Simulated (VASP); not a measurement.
# Ag (Fm-3m) in VASP: a series of runs

The runs below take Ag through single point, with PBE.

Program: VASP 6.6.1. These are calculated values, not measurements. Logs are shortened: lines on timing, memory, paths and dates and some standing lists are left out, and cuts for length are marked.

## 1. The cell of the first run

Symmetry: Fm-3m, No. 225, cubic system. The conventional cell has a = 4.031 Å, b = 4.031 Å, c = 4.031 Å, α = 90.00°, β = 90.00°, γ = 90.00°. Within 3.8 Å of Ag (site symmetry m-3m) lie 12 Ag at 2.85 Å.

## 2. Single point, PBE (volume scaled by 0.96)

INCAR reads:

```
SYSTEM = Ag
ALGO = Normal
EDIFF = 1E-7
ENCUT = 520
GGA = PE
ISIF = 2
ISMEAR = -1
LASPH = .TRUE.
LCHARG = .FALSE.
LREAL = .FALSE.
LWAVE = .FALSE.
NBANDS = 12
NELM = 100
PREC = Accurate
SIGMA = 0.05
```

KPOINTS reads:

```
k-points
0
G
  15 15 15
  0 0 0
```

POSCAR reads:

```
Ag
1.0
    0.0000000000      2.0154871556      2.0154871556
    2.0154871556      0.0000000000      2.0154871556
    2.0154871556      2.0154871556      0.0000000000
Ag
1
Direct
    0.0000000000      0.0000000000      0.0000000000
```

Potentials or basis: VASP PAW PBE potentials, release 64 (Ag).

Started as:

```console
> cat potpaw_PBE.64/Ag/POTCAR > POTCAR
> mpirun -np 1 vasp_std > vasp.out
```

OUTCAR:

```text
SYSTEM = Ag
   EDIFF = 1E-7
   ENCUT = 520
   GGA = PE
   ISIF = 2
   ISMEAR = -1
   LASPH = .TRUE.
   LREAL = .FALSE.
   NELM = 100
   PREC = Accurate

 ion  position               nearest neighbor table
   1  0.000  0.000  0.000-

  LATTYP: Found a face centered cubic cell.
 ALAT       =     4.0309743112

  Lattice vectors:

 A1 = (   0.0000000000,   2.0154871556,   2.0154871556)
 A2 = (   2.0154871556,   0.0000000000,   2.0154871556)
 A3 = (   2.0154871556,   2.0154871556,   0.0000000000)

Analysis of symmetry for initial positions (statically):
=====================================================================
 Subroutine PRICEL returns:
 Original cell was already a primitive cell.

 Routine SETGRP: Setting up the symmetry group for a
 face centered cubic supercell.

 Subroutine GETGRP returns: Found 48 space group operations
 (whereof 48 operations were pure point group operations)
 out of a pool of 48 trial point group operations.

The static configuration has the point symmetry O_h .

Analysis of symmetry for dynamics (positions and initial velocities):
=====================================================================
 Subroutine PRICEL returns:
 Original cell was already a primitive cell.

 Routine SETGRP: Setting up the symmetry group for a
 face centered cubic supercell.

 Subroutine GETGRP returns: Found 48 space group operations
 (whereof 48 operations were pure point group operations)
 out of a pool of 48 trial point group operations.

The dynamic configuration has the point symmetry O_h .

 Subroutine INISYM returns: Found 48 space group operations
 (whereof 48 operations are pure point group operations),
 and found     1 'primitive' translations

----------------------------------------------------------------------------------------

                                     Primitive cell

  volume of cell :      16.3746

  direct lattice vectors                    reciprocal lattice vectors
     0.000000000  2.015487156  2.015487156    -0.248078981  0.248078981  0.248078981
     2.015487156  0.000000000  2.015487156     0.248078981 -0.248078981  0.248078981
     2.015487156  2.015487156  0.000000000     0.248078981  0.248078981 -0.248078981

  length of vectors
     2.850329270  2.850329270  2.850329270     0.429685400  0.429685400  0.429685400

  position of ions in fractional coordinates (direct lattice)
     0.000000000  0.000000000  0.000000000

  ion indices of the primitive-cell ions
   primitive index   ion index
                 1           1

----------------------------------------------------------------------------------------

 KPOINTS: k-points

Automatic generation of k-mesh.
 Grid dimensions read from file:
 generate k-points for:   15   15   15

 Generating k-lattice:

  Cartesian coordinates                     Fractional coordinates (reciprocal lattice)
    -0.016538599  0.016538599  0.016538599     0.066666667  0.000000000  0.000000000
     0.016538599 -0.016538599  0.016538599     0.000000000  0.066666667  0.000000000
     0.016538599  0.016538599 -0.016538599     0.000000000  0.000000000  0.066666667

  Length of vectors
     0.028645693  0.028645693  0.028645693

  Shift w.r.t. Gamma in fractional coordinates (k-lattice)
     0.000000000  0.000000000  0.000000000

 Subroutine IBZKPT returns following result:
 ===========================================

 Found    120 irreducible k-points:

 Following reciprocal coordinates:
            Coordinates               Weight
  0.000000  0.000000  0.000000      1.000000
  0.066667  0.000000  0.000000      8.000000
  0.133333  0.000000  0.000000      8.000000
  0.200000  0.000000  0.000000      8.000000
  0.266667  0.000000  0.000000      8.000000
  0.333333  0.000000  0.000000      8.000000
[... 16 lines left out ...]
  0.133333  0.133333  0.000000      6.000000
  0.200000  0.133333  0.000000     24.000000
 [... further k-points ...]
   k-points           NKPTS =    120   k-points in BZ     NKDIM =    120   number of bands    NBANDS=     12
   number of dos      NEDOS =    301   number of ions     NIONS =      1
   total plane-waves  NPLWV =  13824
   dimension x,y,z NGX =    24 NGY =   24 NGZ =   24
   dimension x,y,z NGXF=    48 NGYF=   48 NGZF=   48
   ions per type =               1
   NGX,Y,Z   is equivalent  to a cutoff of  14.00, 14.00, 14.00 a.u.
   NGXF,Y,Z  is equivalent  to a cutoff of  28.00, 28.00, 28.00 a.u.
 SYSTEM =  Ag
   PREC   = accura    normal or accurate (medium, high low for compatibility)
   ISTART =      0    job   : 0-new  1-cont  2-samecut
   ICHARG =      2    charge: 1-file 2-atom 10-const
   ISPIN  =      1    spin polarized calculation?
   LNONCOLLINEAR =      F non collinear calculations
   LSORBIT =      F    spin-orbit coupling
   LASPH  =      T    aspherical Exc in radial PAW
   ENCUT  =  520.0 eV  38.22 Ry    6.18 a.u.   5.30  5.30  5.30*2*pi/ulx,y,z
   NELM   =    100;   NELMIN=  2; NELMDL= -5     # of ELM steps
   EDIFF  = 0.1E-06   stopping-criterion for ELM
   LREAL  =      F    real-space projection
   EDIFFG = 0.1E-05   stopping-criterion for IOM
   NSW    =      0    number of steps for IOM
   IBRION =     -1    ionic relax: 0-MD 1-quasi-New 2-CG
   NFREE  =      0    steps in history (QN), initial steepest desc. (CG)
   ISIF   =      2    stress and relaxation
   ISYM   =      2    0-nonsym 1-usesym 2-fastsym
   POTIM  = 0.5000    time-step for ionic-motion
   TEBEG  =    0.0;   TEEND  =   0.0 temperature during run
   PSTRESS=    0.0 pullay stress
   NELECT =      11.0000    total number of electrons
   NUPDOWN=      -1.0000    fix difference up-down
   EMIN   =  10.00;   EMAX   =-10.00  energy-range for DOS
   EFERMI =   0.00;   METHOD = LEGACY
   ISMEAR =    -1;   SIGMA  =   0.05  broadening in eV -4-tet -1-fermi 0-gaus
   EFERMI_NEDOS =   21; number of points for ismear=-14 and -15
   IALGO  =     38    algorithm
   IMIX   =      4    mixing-type and parameters
     AMIX     =   0.40;   BMIX     =  1.00
     AMIX_MAG =   1.60;   BMIX_MAG =  1.00
  volume/ion in A,a.u.               =      16.37       110.50
  Fermi-wavevector in a.u.,A,eV,Ry     =   1.433779  2.709450 27.969817  2.055724
  Thomas-Fermi vector in A             =   2.553260
   LORBIT       =      0    0 simple, 1 ext, 2 COOP (PROOUT), +10 PAW based schemes
   GGA     = PE    functional components
   LHFCALC =     F    Hartree Fock is set to
   AEXX    =    0.0000 exact exchange contribution
   IVDW    =     0    specifies the selected vdW correction
   LEPSILON=     F    determine dielectric tensor
   LRPA    =     F    only Hartree local field effects (RPA)
 non-spin polarized calculation
  energy-cutoff  :      520.00
  volume of cell :       16.37
 maximum number of plane-waves:       459
 NGX is ok and might be reduce to    24
   NGX = 11   NGY = 11   NGZ = 11

 number of electron      11.0000002 magnetization

 Free energy of the ion-electron system (eV)
  ---------------------------------------------------
  ext. energy  EPLUGINS =         0.00000000
  ---------------------------------------------------
  free energy    TOTEN  =        -2.67515387 eV

  energy without entropy =       -2.67176539  energy(sigma->0) =       -2.67345963

 E-fermi :   9.1730     XC(G=0): -12.4542

 val. band max:        9.1607938226   @ k =  -0.2667   0.2667   0.0000
 cond. band min:       9.1797187272   @ k =  -0.4000   0.1333   0.0000
 fundamental gap:      0.0189249046
 Fermi energy:         9.1729992558

 k-point     1 :       0.0000    0.0000    0.0000
  band No.  band energies     occupation
      1       0.9347      2.00000
      2       4.0421      2.00000
      3       4.0421      2.00000
      4       4.0421      2.00000
      5       5.1523      2.00000
      6       5.1523      2.00000
      7      25.1118      0.00000
      8      28.9306      0.00000
      9      28.9306      0.00000
     10      28.9306      0.00000
     11      33.8416      0.00000
     12      35.2590      0.00000

 k-point     2 :       0.0667    0.0000    0.0000
  band No.  band energies     occupation
      1       1.0781      2.00000
      2       4.0074      2.00000
      3       4.0830      2.00000
      4       4.0830      2.00000
      5       5.1364      2.00000
      6       5.1364      2.00000
      7      25.1551      0.00000
      8      27.7938      0.00000
      9      29.0082      0.00000
     10      29.0082      0.00000
     11      33.9496      0.00000
     12      35.0497      0.00000

 k-point     3 :       0.1333    0.0000    0.0000
  band No.  band energies     occupation
      1       1.4836      2.00000
      2       3.9384      2.00000
      3       4.1813      2.00000
      4       4.1813      2.00000
      5       5.1133      2.00000
      6       5.1133      2.00000
      7      24.6180      0.00000
      8      26.2620      0.00000
      9      29.1902      0.00000
     10      29.1902      0.00000
     11      32.8396      0.00000
     12      34.3591      0.00000
[... 286 lines left out ...]
 k-point    23 :       0.1333    0.1333    0.0000
  band No.  band energies     occupation
      1       1.6693      2.00000
      2       3.7462      2.00000
      3       4.3254      2.00000
      4       4.3254      2.00000
      5       4.8830      2.00000
      6       5.2812      2.00000
      7      25.4481      0.00000
      8      27.0102      0.00000
      9      27.2639      0.00000
     10      27.2639      0.00000
     11      33.6610      0.00000
     12      34.7212      0.00000

 k-point    24 :       0.2000    0.1333    0.0000
  band No.  band energies     occupation
      1       2.1054      2.00000
      2       3.6176      2.00000
      3       4.4240      2.00000
      4       4.4611      2.00000
      5       4.8838      2.00000
      6       5.3555      2.00000
      7      24.4376      0.00000
      8      25.9089      0.00000
      9      26.5255      0.00000
     10      27.9158      0.00000
     11      31.9432      0.00000
     12      34.7868      0.00000

 [... further k-points ...]
[... 5 lines left out ...]
  --------------------------------------------------------------------------------------
  -------------------------------------------------------------------------------------
  Total        0.9882606      0.9882606      0.9882606     -0.0000000      0.0000000      0.0000000
  in kB       96.6967737     96.6967737     96.6967737     -0.0000000      0.0000000      0.0000000
  external PRESSURE =      96.6967737 kB  Pullay stress =       0.0000000 kB

 VOLUME and BASIS-vectors are now :
 -----------------------------------------------------------------------------
  energy-cutoff  :      520.00
  volume of cell :       16.37
      direct lattice vectors                 reciprocal lattice vectors
     0.000000000  2.015487156  2.015487156    -0.248078981  0.248078981  0.248078981
     2.015487156  0.000000000  2.015487156     0.248078981 -0.248078981  0.248078981
     2.015487156  2.015487156  0.000000000     0.248078981  0.248078981 -0.248078981

 POSITION                                       TOTAL-FORCE (eV/Angst)
 -----------------------------------------------------------------------------------
      0.00000      0.00000      0.00000        -0.000000      0.000000     -0.000000
 -----------------------------------------------------------------------------------
    total drift:                                0.000000     -0.000000     -0.000000

  FREE ENERGIE OF THE ION-ELECTRON SYSTEM (eV)
  ---------------------------------------------------
  free  energy   TOTEN  =        -2.6751538741 eV

  energy  without entropy=       -2.6717653860  energy(sigma->0) =       -2.67345963
```

Wall time 14 s (1 thread of AMD EPYC 9R45 (Zen 5), shared host); peak memory 0.12 GiB.

What came out:

```
Free energy : -2.6752 eV
Pressure    : 9.7 GPa
```

Levels at points of the mesh, in eV from the Fermi level:
```
           k point  band 4  band 5  band 6  band 7  band 8  band 9
(0.00, 0.00, 0.00)   -5.13   -4.02   -4.02   15.94   19.76   19.76
```

## 3. Single point, PBE (volume scaled by 0.94)

INCAR reads:

```
  ALGO = Normal
  EDIFF = 1E-6
  ENCUT = 520
  GGA = PE
  ISIF = 2
  ISMEAR = -1
  LASPH = T
  LCHARG = T
  LELF = T
  LREAL = F
  LVHAR = T
  LWAVE = F
  NBANDS = 12
  NELM = 100
  PREC = Accurate
  SIGMA = 0.05
```

KPOINTS reads:

```
k-points
0
Gamma
  15 15 15
```

POSCAR reads:

```
Ag
1.0
    0.0000000000      2.0013923787      2.0013923787
    2.0013923787      0.0000000000      2.0013923787
    2.0013923787      2.0013923787      0.0000000000
Ag
1
Direct
    0.0000000000      0.0000000000      0.0000000000
```

Potentials or basis: VASP PAW PBE potentials, release 64 (Ag).

Started as:

```console
> cat potpaw_PBE.64/Ag/POTCAR > POTCAR
> mpirun -np 1 vasp_std > vasp.out
```

Wall time 13 s (1 thread of AMD EPYC 9R45 (Zen 5), shared host); peak memory 0.12 GiB.

It converged, with:

```
Free energy : -2.6510 eV
Pressure    : 12.9 GPa
```

Levels at points of the mesh, in eV from the Fermi level:
```tsv
k point	band 4	band 5	band 6	band 7	band 8	band 9
(0.00, 0.00, 0.00)	-5.23	-4.07	-4.07	15.96	19.91	19.91
```
